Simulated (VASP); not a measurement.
# Ge (P6_3/mmc) in VASP: notebook, part 2 of 3

VASP 6.6.1. Earlier steps stand in the parts before.

## 3. Single point, PBE

INCAR

```
PREC = Accurate
ENCUT = 520
EDIFF = 1E-6
ISMEAR = -1
SIGMA = 0.05
LREAL = F
LASPH = T
NELM = 100
ALGO = Normal
ISIF = 2
LWAVE = F
LCHARG = F
GGA = PE
NBANDS = 21
```

KPOINTS

```
Automatic mesh
0
Gamma
  16 16 9
```

POSCAR

```
Ge
1.0
    2.7927761422      0.0000000000      0.0000000000
   -1.3963880711      2.4186150862      0.0000000000
    0.0000000000      0.0000000000      4.5710421977
Ge
2
Direct
    0.3333333333      0.6666666667      0.2500000000
    0.6666666667      0.3333333333      0.7500000000
```

Potentials or basis: VASP PAW PBE potentials, release 64 (Ge_d).

The run is started by

```sh
$ cat potpaw_PBE.64/Ge_d/POTCAR > POTCAR
$ mpirun -np 1 vasp_std > vasp.out
```

OUTCAR:

```text
PREC = Accurate
   ENCUT = 520
   EDIFF = 1E-6
   ISMEAR = -1
   LREAL = F
   LASPH = T
   NELM = 100
   ISIF = 2
   GGA = PE

 ion  position               nearest neighbor table
   1  0.333  0.667  0.250-   2 2.80   2 2.80   2 2.80   2 2.80   2 2.80   2 2.80
   2  0.667  0.333  0.750-   1 2.80   1 2.80   1 2.80   1 2.80   1 2.80   1 2.80

  LATTYP: Found a hexagonal cell.
 ALAT       =     2.7927761422
 C/A-ratio  =     1.6367377709

  Lattice vectors:

 A1 = (   2.7927761422,   0.0000000000,   0.0000000000)
 A2 = (  -1.3963880711,   2.4186150862,   0.0000000000)
 A3 = (   0.0000000000,   0.0000000000,   4.5710421977)

Analysis of symmetry for initial positions (statically):
=====================================================================
 Subroutine PRICEL returns:
 Original cell was already a primitive cell.

 Routine SETGRP: Setting up the symmetry group for a
 hexagonal supercell.

 Subroutine GETGRP returns: Found 24 space group operations
 (whereof 12 operations were pure point group operations)
 out of a pool of 24 trial point group operations.

The static configuration has the point symmetry D_3d.
 The point group associated with its full space group is D_6h.

Analysis of symmetry for dynamics (positions and initial velocities):
=====================================================================
 Subroutine PRICEL returns:
 Original cell was already a primitive cell.

 Routine SETGRP: Setting up the symmetry group for a
 hexagonal supercell.

 Subroutine GETGRP returns: Found 24 space group operations
 (whereof 12 operations were pure point group operations)
 out of a pool of 24 trial point group operations.

The dynamic configuration has the point symmetry D_3d.
 The point group associated with its full space group is D_6h.

 Subroutine INISYM returns: Found 24 space group operations
 (whereof 12 operations are pure point group operations),
 and found     1 'primitive' translations

----------------------------------------------------------------------------------------

                                     Primitive cell

  volume of cell :      30.8758

  direct lattice vectors                    reciprocal lattice vectors
     2.792776142  0.000000000  0.000000000     0.358066651  0.206729877  0.000000000
    -1.396388071  2.418615086  0.000000000     0.000000000  0.413459755  0.000000000
     0.000000000  0.000000000  4.571042198     0.000000000  0.000000000  0.218768490

  length of vectors
     2.792776142  2.792776142  4.571042198     0.413459755  0.413459755  0.218768490

  position of ions in fractional coordinates (direct lattice)
     0.333333333  0.666666667  0.250000000
     0.666666667  0.333333333  0.750000000

  ion indices of the primitive-cell ions
   primitive index   ion index
                 1           1
                 2           2

----------------------------------------------------------------------------------------

 KPOINTS: Automatic mesh

Automatic generation of k-mesh.
 Grid dimensions read from file:
 generate k-points for:   16   16    9

 Generating k-lattice:

  Cartesian coordinates                     Fractional coordinates (reciprocal lattice)
     0.022379166  0.012920617  0.000000000     0.062500000  0.000000000  0.000000000
     0.000000000  0.025841235  0.000000000     0.000000000  0.062500000  0.000000000
     0.000000000  0.000000000  0.024307610     0.000000000  0.000000000  0.111111111

  Length of vectors
     0.025841235  0.025841235  0.024307610

  Shift w.r.t. Gamma in fractional coordinates (k-lattice)
     0.000000000  0.000000000  0.000000000

 Subroutine IBZKPT returns following result:
 ===========================================

 Found    150 irreducible k-points:

 Following reciprocal coordinates:
            Coordinates               Weight
  0.000000  0.000000  0.000000      1.000000
  0.062500  0.000000  0.000000      6.000000
  0.125000  0.000000  0.000000      6.000000
  0.187500 -0.000000  0.000000      6.000000
  0.250000  0.000000  0.000000      6.000000
  0.312500  0.000000  0.000000      6.000000
[... 16 lines left out ...]
  0.187500  0.187500  0.000000      6.000000
  0.250000  0.187500  0.000000     12.000000
 [... further k-points ...]
   k-points           NKPTS =    150   k-points in BZ     NKDIM =    150   number of bands    NBANDS=     21
   number of dos      NEDOS =    301   number of ions     NIONS =      2
   total plane-waves  NPLWV =  20736
   dimension x,y,z NGX =    24 NGY =   24 NGZ =   36
   dimension x,y,z NGXF=    48 NGYF=   48 NGZF=   72
   ions per type =               2
   NGX,Y,Z   is equivalent  to a cutoff of  14.29, 14.29, 13.09 a.u.
   NGXF,Y,Z  is equivalent  to a cutoff of  28.57, 28.57, 26.19 a.u.
 SYSTEM =  unknown system
   PREC   = accura    normal or accurate (medium, high low for compatibility)
   ISTART =      0    job   : 0-new  1-cont  2-samecut
   ICHARG =      2    charge: 1-file 2-atom 10-const
   ISPIN  =      1    spin polarized calculation?
   LNONCOLLINEAR =      F non collinear calculations
   LSORBIT =      F    spin-orbit coupling
   LASPH  =      T    aspherical Exc in radial PAW
   ENCUT  =  520.0 eV  38.22 Ry    6.18 a.u.   5.19  5.19  8.50*2*pi/ulx,y,z
   NELM   =    100;   NELMIN=  2; NELMDL= -5     # of ELM steps
   EDIFF  = 0.1E-05   stopping-criterion for ELM
   LREAL  =      F    real-space projection
   EDIFFG = 0.1E-04   stopping-criterion for IOM
   NSW    =      0    number of steps for IOM
   IBRION =     -1    ionic relax: 0-MD 1-quasi-New 2-CG
   NFREE  =      0    steps in history (QN), initial steepest desc. (CG)
   ISIF   =      2    stress and relaxation
   ISYM   =      2    0-nonsym 1-usesym 2-fastsym
   POTIM  = 0.5000    time-step for ionic-motion
   TEBEG  =    0.0;   TEEND  =   0.0 temperature during run
   PSTRESS=    0.0 pullay stress
   NELECT =      28.0000    total number of electrons
   NUPDOWN=      -1.0000    fix difference up-down
   EMIN   =  10.00;   EMAX   =-10.00  energy-range for DOS
   EFERMI =   0.00;   METHOD = LEGACY
   ISMEAR =    -1;   SIGMA  =   0.05  broadening in eV -4-tet -1-fermi 0-gaus
   EFERMI_NEDOS =   21; number of points for ismear=-14 and -15
   IALGO  =     38    algorithm
   IMIX   =      4    mixing-type and parameters
     AMIX     =   0.40;   BMIX     =  1.00
     AMIX_MAG =   1.60;   BMIX_MAG =  1.00
  volume/ion in A,a.u.               =      15.44       104.18
  Fermi-wavevector in a.u.,A,eV,Ry     =   1.584607  2.994472 34.163932  2.510978
  Thomas-Fermi vector in A             =   2.684199
   LORBIT       =      0    0 simple, 1 ext, 2 COOP (PROOUT), +10 PAW based schemes
   GGA     = PE    functional components
   LHFCALC =     F    Hartree Fock is set to
   AEXX    =    0.0000 exact exchange contribution
   IVDW    =     0    specifies the selected vdW correction
   LEPSILON=     F    determine dielectric tensor
   LRPA    =     F    only Hartree local field effects (RPA)
 non-spin polarized calculation
  energy-cutoff  :      520.00
  volume of cell :       30.88
 maximum number of plane-waves:       848
 NGX is ok and might be reduce to    24
   NGX = 11   NGY = 11   NGZ = 17

 number of electron      27.9999986 magnetization

 Free energy of the ion-electron system (eV)
  ---------------------------------------------------
  ext. energy  EPLUGINS =         0.00000000
  ---------------------------------------------------
  free energy    TOTEN  =        -7.91341379 eV

  energy without entropy =       -7.90984084  energy(sigma->0) =       -7.91162732

 E-fermi :   9.2590     XC(G=0): -12.3438

 val. band max:        9.2232768581   @ k =   0.3750  -0.0000   0.2222
 cond. band min:       9.2906808575   @ k =   0.2500   0.0000   0.2222
 fundamental gap:      0.0674039994
 Fermi energy:         9.2590198408

 k-point     1 :       0.0000    0.0000    0.0000
  band No.  band energies     occupation
      1     -15.7118      2.00000
      2     -15.6910      2.00000
      3     -15.6796      2.00000
      4     -15.6796      2.00000
      5     -15.6652      2.00000
      6     -15.6652      2.00000
[... 13 lines left out ...]
     20      23.0129      0.00000
     21      25.1355      0.00000
[... 529 lines left out ...]
 k-point    24 :       0.2500    0.1875    0.0000
  band No.  band energies     occupation
      1     -15.7210      2.00000
      2     -15.7181      2.00000
      3     -15.6885      2.00000
      4     -15.6699      2.00000
      5     -15.6230      2.00000
      6     -15.6024      2.00000
[... 13 lines left out ...]
     20      22.8027      0.00000
     21      25.7858      0.00000

 [... further k-points ...]

------------------------ aborting loop because EDIFF is reached ----------------------------------------

  FORCE on cell =-STRESS in cart. coord.  units (eV):
  Direction    XX          YY          ZZ          XY          YZ          ZX
  --------------------------------------------------------------------------------------
  -------------------------------------------------------------------------------------
  Total        4.6048854      4.6048854      4.6002822      0.0000000     -0.0000000      0.0000000
  in kB      238.9523415    238.9523415    238.7134789      0.0000000     -0.0000000      0.0000000
  external PRESSURE =     238.8727206 kB  Pullay stress =       0.0000000 kB

 VOLUME and BASIS-vectors are now :
 -----------------------------------------------------------------------------
  energy-cutoff  :      520.00
  volume of cell :       30.88
      direct lattice vectors                 reciprocal lattice vectors
     2.792776142  0.000000000  0.000000000     0.358066651  0.206729877  0.000000000
    -1.396388071  2.418615086  0.000000000     0.000000000  0.413459755  0.000000000
     0.000000000  0.000000000  4.571042198     0.000000000  0.000000000  0.218768490

 POSITION                                       TOTAL-FORCE (eV/Angst)
 -----------------------------------------------------------------------------------
     -0.00000      1.61241      1.14276        -0.000000      0.000000      0.000000
      1.39639      0.80621      3.42828         0.000000     -0.000000      0.000000
 -----------------------------------------------------------------------------------
    total drift:                                0.000000     -0.000000      0.000000

  FREE ENERGIE OF THE ION-ELECTRON SYSTEM (eV)
  ---------------------------------------------------
  free  energy   TOTEN  =        -7.9134137920 eV

  energy  without entropy=       -7.9098408446  energy(sigma->0) =       -7.91162732
```

Run time: 1.7 min. Hardware: 1 thread of Intel Xeon 8259CL, shared host; peak memory 0.21 GiB.

What came out:

* Free energy: -7.9134 eV
* Pressure: 23.9 GPa
* Band gap on the k mesh: zero (bands 14 and 15 overlap by 11.59 eV)

Levels at points of the mesh, in eV from the Fermi level:
```csv
k point,band 10,band 11,band 12,band 13,band 14,band 15,band 16,band 17,band 18,band 19
"(0.00, 0.00, 0.00)",-24.78,-15.12,-8.46,-6.96,8.23,8.23,10.47,10.47,11.17,13.31
"(0.50, 0.00, 0.00)",-24.77,-9.09,-8.03,-2.31,-1.94,-1.42,1.02,2.99,7.03,8.38
```

Caveat: the cell stands under pressure.

## 4. Single point, PBE

INCAR

```
ALGO = Normal
EDIFF = 1E-7
ENCUT = 520
GGA = PE
ISIF = 2
ISMEAR = -1
LASPH = T
LCHARG = F
LREAL = F
LWAVE = F
NBANDS = 21
NELM = 60
PREC = Accurate
SIGMA = 0.05
```

KPOINTS

```
k-points
0
Gamma
  16 16 9
```

POSCAR

```
Ge
1.0
    2.7932585028      0.0000000000      0.0000000000
   -1.3966292514      2.4190328227      0.0000000000
    0.0000000000      0.0000000000      4.5714539838
Ge
2
Direct
    0.3333333333      0.6666666667      0.2500000000
    0.6666666667      0.3333333333      0.7500000000
```

Potentials or basis: VASP PAW PBE potentials, release 64 (Ge_d).

The run is started by

```sh
$ cat potpaw_PBE.64/Ge_d/POTCAR > POTCAR
$ mpirun -np 1 vasp_std > vasp.out
```

OUTCAR:

```text
EDIFF = 1E-7
   ENCUT = 520
   GGA = PE
   ISIF = 2
   ISMEAR = -1
   LASPH = T
   LREAL = F
   NELM = 60
   PREC = Accurate

 ion  position               nearest neighbor table
   1  0.333  0.667  0.250-   2 2.80   2 2.80   2 2.80   2 2.80   2 2.80   2 2.80
   2  0.667  0.333  0.750-   1 2.80   1 2.80   1 2.80   1 2.80   1 2.80   1 2.80

  LATTYP: Found a hexagonal cell.
 ALAT       =     2.7932585028
 C/A-ratio  =     1.6366025483

  Lattice vectors:

 A1 = (   2.7932585028,   0.0000000000,   0.0000000000)
 A2 = (  -1.3966292514,   2.4190328227,   0.0000000000)
 A3 = (   0.0000000000,   0.0000000000,   4.5714539838)

Analysis of symmetry for initial positions (statically):
=====================================================================
 Subroutine PRICEL returns:
 Original cell was already a primitive cell.

 Routine SETGRP: Setting up the symmetry group for a
 hexagonal supercell.

 Subroutine GETGRP returns: Found 24 space group operations
 (whereof 12 operations were pure point group operations)
 out of a pool of 24 trial point group operations.

The static configuration has the point symmetry D_3d.
 The point group associated with its full space group is D_6h.

Analysis of symmetry for dynamics (positions and initial velocities):
=====================================================================
 Subroutine PRICEL returns:
 Original cell was already a primitive cell.

 Routine SETGRP: Setting up the symmetry group for a
 hexagonal supercell.

 Subroutine GETGRP returns: Found 24 space group operations
 (whereof 12 operations were pure point group operations)
 out of a pool of 24 trial point group operations.

The dynamic configuration has the point symmetry D_3d.
 The point group associated with its full space group is D_6h.

 Subroutine INISYM returns: Found 24 space group operations
 (whereof 12 operations are pure point group operations),
[... 110 lines left out ...]
   EFERMI =   0.00;   METHOD = LEGACY
   ISMEAR =    -1;   SIGMA  =   0.05  broadening in eV -4-tet -1-fermi 0-gaus
   EFERMI_NEDOS =   21; number of points for ismear=-14 and -15
   IALGO  =     38    algorithm
   IMIX   =      4    mixing-type and parameters
     AMIX     =   0.40;   BMIX     =  1.00
     AMIX_MAG =   1.60;   BMIX_MAG =  1.00
  volume/ion in A,a.u.               =      15.44       104.23
  Fermi-wavevector in a.u.,A,eV,Ry     =   1.584377  2.994038 34.154015  2.510249
  Thomas-Fermi vector in A             =   2.684004
   LORBIT       =      0    0 simple, 1 ext, 2 COOP (PROOUT), +10 PAW based schemes
   GGA     = PE    functional components
   LHFCALC =     F    Hartree Fock is set to
   AEXX    =    0.0000 exact exchange contribution
   IVDW    =     0    specifies the selected vdW correction
   LEPSILON=     F    determine dielectric tensor
   LRPA    =     F    only Hartree local field effects (RPA)
 non-spin polarized calculation
  energy-cutoff  :      520.00
  volume of cell :       30.89
 maximum number of plane-waves:       850
 NGX is ok and might be reduce to    24
   NGX = 11   NGY = 11   NGZ = 17

 number of electron      27.9999987 magnetization

 Free energy of the ion-electron system (eV)
  ---------------------------------------------------
  ext. energy  EPLUGINS =         0.00000000
  ---------------------------------------------------
  free energy    TOTEN  =        -7.91544043 eV

  energy without entropy =       -7.91187493  energy(sigma->0) =       -7.91365768

 E-fermi :   9.2529     XC(G=0): -12.3414

 val. band max:        9.2174565064   @ k =   0.3750   0.0000   0.2222
 cond. band min:       9.2842840595   @ k =   0.2500   0.0000   0.2222
 fundamental gap:      0.0668275531
 Fermi energy:         9.2528921866

 k-point     1 :       0.0000    0.0000    0.0000
  band No.  band energies     occupation
      1     -15.7172      2.00000
      2     -15.6964      2.00000
      3     -15.6851      2.00000
      4     -15.6851      2.00000
      5     -15.6707      2.00000
      6     -15.6707      2.00000
[... 565 lines left out ...]
     20      22.7921      0.00000
     21      25.7741      0.00000

 [... further k-points ...]

------------------------ aborting loop because EDIFF is reached ----------------------------------------

  FORCE on cell =-STRESS in cart. coord.  units (eV):
  Direction    XX          YY          ZZ          XY          YZ          ZX
  --------------------------------------------------------------------------------------
  -------------------------------------------------------------------------------------
  Total        4.6372086      4.6372086      4.6376597      0.0000000     -0.0000000     -0.0000000
  in kB      240.5248613    240.5248613    240.5482581      0.0000000     -0.0000000     -0.0000000
  external PRESSURE =     240.5326602 kB  Pullay stress =       0.0000000 kB

 VOLUME and BASIS-vectors are now :
 -----------------------------------------------------------------------------
  energy-cutoff  :      520.00
  volume of cell :       30.89
      direct lattice vectors                 reciprocal lattice vectors
     2.793258503  0.000000000  0.000000000     0.358004817  0.206694178  0.000000000
    -1.396629251  2.419032823  0.000000000     0.000000000  0.413388355  0.000000000
     0.000000000  0.000000000  4.571453984     0.000000000  0.000000000  0.218748784

 POSITION                                       TOTAL-FORCE (eV/Angst)
 -----------------------------------------------------------------------------------
     -0.00000      1.61269      1.14286         0.000000     -0.000000      0.000000
      1.39663      0.80634      3.42859        -0.000000      0.000000      0.000000
 -----------------------------------------------------------------------------------
    total drift:                                0.000000     -0.000000      0.000000

  FREE ENERGIE OF THE ION-ELECTRON SYSTEM (eV)
  ---------------------------------------------------
  free  energy   TOTEN  =        -7.9154404253 eV

  energy  without entropy=       -7.9118749346  energy(sigma->0) =       -7.91365768
```

stdout:

```text
POSCAR found type information on POSCAR Ge
 POSCAR found :  1 types and       2 ions
 scaLAPACK will be used
 LDA part: xc-table for (Slater+PW92), standard interpolation
 POSCAR, INCAR and KPOINTS ok, starting setup
 FFT: planning ... GRIDC
 FFT: planning ... GRID_SOFT
 FFT: planning ... GRID
 WAVECAR not read
 entering main loop
```

Wall time 59 s (1 thread of AMD EPYC 7R13 (Zen 3), shared host); peak memory 0.18 GiB.

What came out:

```
Free energy            : -7.9154 eV
Pressure               : 24.1 GPa
Band gap on the k mesh : zero (bands 14 and 15 overlap by 11.58 eV)
```

Levels at points of the mesh, in eV from the Fermi level:
```
           k point  band 11  band 12  band 13  band 14  band 15  band 16  band 17  band 18
(0.00, 0.00, 0.00)   -15.12    -8.45    -6.95     8.23     8.23    10.47    10.47    11.17
(0.50, 0.00, 0.00)    -9.09    -8.02    -2.31    -1.94    -1.41     1.02     2.99     7.02
```

Caveat: the cell stands under pressure.

(Continued in part 3 of 3.)
